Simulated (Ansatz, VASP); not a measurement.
**Two plane-wave programs on Te2Mo**

```
Te Mo
1.0
     3.55698    0.00000    0.00000
    -1.77849    3.08043    0.00000
     0.00000    0.00000   15.21176
Te Mo
4 2
Direct
  0.33333 0.66667 0.63115
  0.66667 0.33333 0.13115
  0.33333 0.66667 0.86885
  0.66667 0.33333 0.36885
  0.33333 0.66667 0.25000
  0.66667 0.33333 0.75000
```

Alike in both runs: functional PBE; k mesh 12 × 12 × 2; occupations gaussian, width 0.02 eV; no spin polarisation.

Ansatz relaxed the structure, and its values are those at the end. VASP's run is a single point on that final structure, the one shown.

```csv
,VASP,Ansatz
version,VASP 6.6.1,Ansatz 0.2.0
potentials or method,"VASP PAW PBE potentials, release 64 (Te, Mo_sv), cutoff 520 eV","scalar-relativistic, plane waves, PAW"
valence electrons in the cell,52,92
```

VASP gave:

```
gap on the k mesh at the Fermi level (eV) : 1.01
least direct gap on the mesh (eV)         : 1.03
pressure (GPa)                            : 0.0
rms of the force components (eV/Å)        : 0.006
```

Q: Estimate Ansatz's values.

A: gap on the k mesh at the Fermi level (eV): 1.00; least direct gap on the mesh (eV): 1.03; pressure (GPa): 0.0; rms of the force components (eV/Å): 0.000.

VASP's potentials hold 52 valence electrons a cell and Ansatz's 92, so a difference there can come from the potentials and not from the codes.

Spin-orbit coupling is off throughout.
